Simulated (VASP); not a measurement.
# Br (Cmce) in VASP: single point with r2SCAN

Aim: the single point of Br with r2SCAN.

Program: VASP 6.6.1. These are calculated values, not measurements. Logs are shortened: lines on timing, memory, paths and dates and some standing lists are left out, and cuts for length are marked.

## Step 1: The cell of the first run

It takes space group Cmce (No. 64, orthorhombic). The conventional cell has a = 6.560 Å, b = 4.697 Å, c = 8.621 Å, α = 90.00°, β = 90.00°, γ = 90.00°. Within 2.8 Å of Br (site symmetry m) lie 1 Br at 2.09 Å.

## Step 2: Single point, r2SCAN

File POSCAR:

```
Br
1.0
    3.2801110000      2.3485980000      0.0000000000
    3.2801110000     -2.3485980000      0.0000000000
    0.0000000000      0.0000000000     -8.6209960000
Br
4
Direct
    0.1219000000      0.8781000000      0.8985000000
    0.3781000000      0.6219000000      0.3985000000
    0.8781000000      0.1219000000      0.1015000000
    0.6219000000      0.3781000000      0.6015000000
```

File INCAR.step1:

```
  PREC = Accurate
  ENCUT = 520
  ISMEAR = -1
  SIGMA = 0.1
  LREAL = F
  LASPH = T
  NELM = 100
  NBANDS = 22
  GGA = PE
  ALGO = Normal
  EDIFF = 1E-4
  LWAVE = T
  LCHARG = F
```

File INCAR.step2:

```
  PREC = Accurate
  ENCUT = 520
  EDIFF = 1E-7
  ISMEAR = -1
  SIGMA = 0.1
  LREAL = F
  LASPH = T
  NELM = 100
  ALGO = Normal
  ISIF = 2
  LWAVE = F
  LCHARG = T
  METAGGA = R2SCAN
  LMIXTAU = T
  LELF = T
  LVHAR = T
  NBANDS = 22
  ISTART = 1
```

File KPOINTS:

```
regular mesh
0
Gamma
  7 7 3
```

Potentials or basis: VASP PAW PBE potentials, release 64 (Br).

Started as:

```sh
> cat potpaw_PBE.64/Br/POTCAR > POTCAR
> cp INCAR.step1 INCAR
> mpirun -np 1 vasp_std > vasp.out
> cp INCAR.step2 INCAR
> mpirun -np 1 vasp_std > vasp.out
```

OUTCAR:

```text
PREC = Accurate
   ENCUT = 520
   EDIFF = 1E-7
   ISMEAR = -1
   LREAL = F
   LASPH = T
   NELM = 100
   ISIF = 2
   METAGGA = R2SCAN
   ISTART = 1

 ion  position               nearest neighbor table
   1  0.122  0.878  0.898-   3 2.09
   2  0.378  0.622  0.398-   4 2.09
   3  0.878  0.122  0.102-   1 2.09
   4  0.622  0.378  0.602-   2 2.09

  LATTYP: Found a base centered orthorhombic cell.
 ALAT       =     4.6971960000
 B/A-ratio  =     1.3966251355
 C/A-ratio  =     1.8353494297

  Lattice vectors:

 A1 = (  -3.2801110000,   2.3485980000,   0.0000000000)
 A2 = (   3.2801110000,   2.3485980000,   0.0000000000)
 A3 = (   0.0000000000,   0.0000000000,  -8.6209960000)

Analysis of symmetry for initial positions (statically):
=====================================================================
 Subroutine PRICEL returns:
 Original cell was already a primitive cell.

 Routine SETGRP: Setting up the symmetry group for a
 base centered orthorhombic supercell.

 Subroutine GETGRP returns: Found  8 space group operations
 (whereof  4 operations were pure point group operations)
 out of a pool of  8 trial point group operations.

The static configuration has the point symmetry C_2h.
 The point group associated with its full space group is D_2h.

Analysis of symmetry for dynamics (positions and initial velocities):
=====================================================================
 Subroutine PRICEL returns:
 Original cell was already a primitive cell.

 Routine SETGRP: Setting up the symmetry group for a
 base centered orthorhombic supercell.

 Subroutine GETGRP returns: Found  8 space group operations
 (whereof  4 operations were pure point group operations)
 out of a pool of  8 trial point group operations.

The dynamic configuration has the point symmetry C_2h.
 The point group associated with its full space group is D_2h.

 Subroutine INISYM returns: Found  8 space group operations
 (whereof  4 operations are pure point group operations),
 and found     1 'primitive' translations

----------------------------------------------------------------------------------------

                                     Primitive cell

  volume of cell :     132.8265

  direct lattice vectors                    reciprocal lattice vectors
     3.280111000  2.348598000  0.000000000     0.152433866  0.212892968  0.000000000
     3.280111000 -2.348598000  0.000000000     0.152433866 -0.212892968  0.000000000
     0.000000000  0.000000000 -8.620996000     0.000000000  0.000000000 -0.115995878

  length of vectors
     4.034233600  4.034233600  8.620996000     0.261838690  0.261838690  0.115995878

  position of ions in fractional coordinates (direct lattice)
     0.121900000  0.878100000  0.898500000
     0.378100000  0.621900000  0.398500000
     0.878100000  0.121900000  0.101500000
     0.621900000  0.378100000  0.601500000

  ion indices of the primitive-cell ions
   primitive index   ion index
                 1           1
                 2           2
                 3           3
                 4           4

----------------------------------------------------------------------------------------

 KPOINTS: regular mesh

Automatic generation of k-mesh.
 Grid dimensions read from file:
 generate k-points for:    7    7    3

 Generating k-lattice:

  Cartesian coordinates                     Fractional coordinates (reciprocal lattice)
     0.021776267  0.030413281  0.000000000     0.142857143 -0.000000000  0.000000000
     0.021776267 -0.030413281  0.000000000    -0.000000000  0.142857143  0.000000000
     0.000000000  0.000000000 -0.038665293     0.000000000  0.000000000  0.333333333

  Length of vectors
     0.037405527  0.037405527  0.038665293

  Shift w.r.t. Gamma in fractional coordinates (k-lattice)
     0.000000000  0.000000000  0.000000000

 Subroutine IBZKPT returns following result:
 ===========================================

 Found     32 irreducible k-points:

 Following reciprocal coordinates:
            Coordinates               Weight
  0.000000  0.000000  0.000000      1.000000
  0.142857  0.000000  0.000000      4.000000
  0.285714  0.000000  0.000000      4.000000
  0.428571  0.000000  0.000000      4.000000
  0.142857  0.142857  0.000000      2.000000
  0.285714  0.142857  0.000000      4.000000
[... 16 lines left out ...]
  0.428571  0.142857  0.333333      8.000000
 -0.428571  0.142857  0.333333      8.000000
 [... further k-points ...]
   k-points           NKPTS =     32   k-points in BZ     NKDIM =     32   number of bands    NBANDS=     22
   number of dos      NEDOS =    301   number of ions     NIONS =      4
   total plane-waves  NPLWV =  57600
   dimension x,y,z NGX =    30 NGY =   30 NGZ =   64
   dimension x,y,z NGXF=    60 NGYF=   60 NGZF=  128
   ions per type =               4
   NGX,Y,Z   is equivalent  to a cutoff of  12.36, 12.36, 12.34 a.u.
   NGXF,Y,Z  is equivalent  to a cutoff of  24.73, 24.73, 24.68 a.u.
 SYSTEM =  unknown system
   PREC   = accura    normal or accurate (medium, high low for compatibility)
   ISTART =      1    job   : 0-new  1-cont  2-samecut
   ICHARG =      0    charge: 1-file 2-atom 10-const
   ISPIN  =      1    spin polarized calculation?
   LNONCOLLINEAR =      F non collinear calculations
   LSORBIT =      F    spin-orbit coupling
   LASPH  =      T    aspherical Exc in radial PAW
   ENCUT  =  520.0 eV  38.22 Ry    6.18 a.u.   7.50  7.50 16.03*2*pi/ulx,y,z
   NELM   =    100;   NELMIN=  2; NELMDL=  0     # of ELM steps
   EDIFF  = 0.1E-06   stopping-criterion for ELM
   LREAL  =      F    real-space projection
   EDIFFG = 0.1E-05   stopping-criterion for IOM
   NSW    =      0    number of steps for IOM
   IBRION =     -1    ionic relax: 0-MD 1-quasi-New 2-CG
   NFREE  =      0    steps in history (QN), initial steepest desc. (CG)
   ISIF   =      2    stress and relaxation
   ISYM   =      2    0-nonsym 1-usesym 2-fastsym
   POTIM  = 0.5000    time-step for ionic-motion
   TEBEG  =    0.0;   TEEND  =   0.0 temperature during run
   PSTRESS=    0.0 pullay stress
   NELECT =      28.0000    total number of electrons
   NUPDOWN=      -1.0000    fix difference up-down
   EMIN   =  10.00;   EMAX   =-10.00  energy-range for DOS
   EFERMI =   0.00;   METHOD = LEGACY
   ISMEAR =    -1;   SIGMA  =   0.10  broadening in eV -4-tet -1-fermi 0-gaus
   EFERMI_NEDOS =   21; number of points for ismear=-14 and -15
   IALGO  =     38    algorithm
   IMIX   =      4    mixing-type and parameters
     AMIX     =   0.40;   BMIX     =  1.00
     AMIX_MAG =   1.60;   BMIX_MAG =  1.00
  volume/ion in A,a.u.               =      33.21       224.09
  Fermi-wavevector in a.u.,A,eV,Ry     =   0.974315  1.841188 12.915865  0.949289
  Thomas-Fermi vector in A             =   2.104765
   LORBIT       =      0    0 simple, 1 ext, 2 COOP (PROOUT), +10 PAW based schemes
   METAGGA = R2SCAN    functional components
   LHFCALC =     F    Hartree Fock is set to
   AEXX    =    0.0000 exact exchange contribution
   IVDW    =     0    specifies the selected vdW correction
   LEPSILON=     F    determine dielectric tensor
   LRPA    =     F    only Hartree local field effects (RPA)
 non-spin polarized calculation
  energy-cutoff  :      520.00
  volume of cell :      132.83
 maximum number of plane-waves:      3610
 NGX is ok and might be reduce to    30
   NGX = 15   NGY = 15   NGZ = 33

 number of electron      27.9999998 magnetization

 Free energy of the ion-electron system (eV)
  ---------------------------------------------------
  ext. energy  EPLUGINS =         0.00000000
  ---------------------------------------------------
  free energy    TOTEN  =       -51.99041764 eV

  energy without entropy =      -51.99041720  energy(sigma->0) =      -51.99041742

 E-fermi :   1.3250     XC(G=0):  -8.2926

 val. band max:       -0.2833025116   @ k =   0.0000   0.0000   0.0000
 cond. band min:       2.8049892282   @ k =   0.0000   0.0000   0.0000
 fundamental gap:      3.0882917398
 Fermi energy:         1.3250417588

 k-point     1 :       0.0000    0.0000    0.0000
  band No.  band energies     occupation
      1     -18.1457      2.00000
      2     -17.9512      2.00000
      3     -13.6050      2.00000
      4     -12.9838      2.00000
      5      -6.0542      2.00000
      6      -4.9906      2.00000
[... 14 lines left out ...]
     21       9.2080      0.00000
     22       9.5582      0.00000

 k-point     2 :       0.1429    0.0000    0.0000
  band No.  band energies     occupation
      1     -18.1118      2.00000
      2     -17.9352      2.00000
      3     -13.5746      2.00000
      4     -13.0176      2.00000
      5      -6.0459      2.00000
      6      -5.0515      2.00000
[... 14 lines left out ...]
     21       9.0603      0.00000
     22       9.6308      0.00000

 k-point     3 :       0.2857    0.0000    0.0000
  band No.  band energies     occupation
      1     -18.0286      2.00000
      2     -17.9039      2.00000
      3     -13.4920      2.00000
      4     -13.1113      2.00000
      5      -6.0067      2.00000
      6      -5.2584      2.00000
[... 14 lines left out ...]
     21       9.2972      0.00000
     22      10.3078      0.00000

 k-point     4 :       0.4286    0.0000    0.0000
  band No.  band energies     occupation
      1     -17.9417      2.00000
      2     -17.8964      2.00000
      3     -13.3751      2.00000
      4     -13.2407      2.00000
      5      -5.8748      2.00000
      6      -5.5937      2.00000
[... 14 lines left out ...]
     21       9.7682      0.00000
     22      10.5367      0.00000

 k-point     5 :       0.1429    0.1429    0.0000
  band No.  band energies     occupation
      1     -18.1048      2.00000
      2     -17.9203      2.00000
      3     -13.5681      2.00000
      4     -12.9872      2.00000
      5      -6.0215      2.00000
      6      -5.0349      2.00000
[... 14 lines left out ...]
     21       9.4647      0.00000
     22       9.6766      0.00000

 k-point     6 :       0.2857    0.1429    0.0000
  band No.  band energies     occupation
      1     -18.0432      2.00000
      2     -17.8855      2.00000
      3     -13.5114      2.00000
      4     -13.0278      2.00000
      5      -5.9853      2.00000
      6      -5.1359      2.00000
[... 14 lines left out ...]
     21       9.0155      0.00000
     22       9.7216      0.00000

 k-point     7 :       0.4286    0.1429    0.0000
  band No.  band energies     occupation
      1     -17.9633      2.00000
      2     -17.8647      2.00000
      3     -13.4241      2.00000
      4     -13.1355      2.00000
      5      -5.9119      2.00000
      6      -5.3923      2.00000
[... 324 lines left out ...]
      6      -5.5475      2.00000
[... 14 lines left out ...]
     21       9.3042      0.00000
     22       9.9353      0.00000

 k-point    21 :       0.1429    0.1429    0.3333
  band No.  band energies     occupation
      1     -18.0613      2.00000
      2     -17.9693      2.00000
      3     -13.4266      2.00000
      4     -13.1368      2.00000
      5      -5.8135      2.00000
      6      -5.3401      2.00000
[... 14 lines left out ...]
     21       9.4730      0.00000
     22       9.9969      0.00000

 k-point    22 :       0.2857    0.1429    0.3333
  band No.  band energies     occupation
      1     -18.0057      2.00000
      2     -17.9269      2.00000
      3     -13.3930      2.00000
      4     -13.1516      2.00000
      5      -5.8024      2.00000
      6      -5.3863      2.00000
[... 14 lines left out ...]
     21       9.3810      0.00000
     22       9.6492      0.00000

 k-point    23 :       0.4286    0.1429    0.3333
  band No.  band energies     occupation
      1     -17.9394      2.00000
      2     -17.8901      2.00000
      3     -13.3533      2.00000
      4     -13.2091      2.00000
      5      -5.7567      2.00000
      6      -5.4674      2.00000
[... 14 lines left out ...]
     21       9.2458      0.00000
     22       9.6648      0.00000

 k-point    24 :      -0.4286    0.1429    0.3333
  band No.  band energies     occupation
      1     -17.9047      2.00000
      2     -17.8961      2.00000
      3     -13.3111      2.00000
      4     -13.2896      2.00000
      5      -5.6366      2.00000
      6      -5.6049      2.00000
[... 14 lines left out ...]
     21       9.6101      0.00000
     22       9.8001      0.00000

 [... further k-points ...]
[... 5 lines left out ...]
  --------------------------------------------------------------------------------------
  -------------------------------------------------------------------------------------
  Total        0.2144610      6.2472209     14.7771244      0.0000000      0.0000000      0.0000000
  in kB        2.5868684     75.3551227    178.2443795      0.0000000      0.0000000      0.0000000
  external PRESSURE =      85.3954569 kB  Pullay stress =       0.0000000 kB

 VOLUME and BASIS-vectors are now :
 -----------------------------------------------------------------------------
  energy-cutoff  :      520.00
  volume of cell :      132.83
      direct lattice vectors                 reciprocal lattice vectors
     3.280111000  2.348598000  0.000000000     0.152433866  0.212892968  0.000000000
     3.280111000 -2.348598000  0.000000000     0.152433866 -0.212892968  0.000000000
     0.000000000  0.000000000 -8.620996000     0.000000000  0.000000000 -0.115995878

 POSITION                                       TOTAL-FORCE (eV/Angst)
 -----------------------------------------------------------------------------------
      3.28011     -1.77601     -7.74596         0.000000      2.744140      4.206061
      3.28011     -0.57259     -3.43547         0.000000     -2.744140      4.206061
      3.28011      1.77601     -0.87503         0.000000     -2.744140     -4.206061
      3.28011      0.57259     -5.18553         0.000000      2.744140     -4.206061
 -----------------------------------------------------------------------------------
    total drift:                               -0.000000      0.000000     -0.000000

  FREE ENERGIE OF THE ION-ELECTRON SYSTEM (eV)
  ---------------------------------------------------
  free  energy   TOTEN  =       -51.9904176376 eV

  energy  without entropy=      -51.9904171984  energy(sigma->0) =      -51.99041742
```

Wall time 3.7 min (1 thread of AMD EPYC 7R13 (Zen 3), shared host); peak memory 0.23 GiB.

What came out:

| Item | Value |
| --- | --- |
| Free energy | -51.9904 eV |
| Pressure | 8.5 GPa |
| Largest force | 5.022 eV/Å |
| Band gap on the k mesh | 3.09 eV |

Forces in eV/Å, atoms in the order of the input:
```
Br   0.000  2.744  4.206
Br   0.000 -2.744  4.206
Br   0.000 -2.744 -4.206
Br   0.000  2.744 -4.206
```

Stress tensor (GPa, compression positive):
```
 0.26  0.00  0.00
 0.00  7.54  0.00
 0.00  0.00 17.82
```

Caveat: the cell stands under pressure; the PAW data sets were made with another functional, which shifts forces and pressure a little; an odd mesh through Γ misses points on the zone boundary, where band edges can lie.
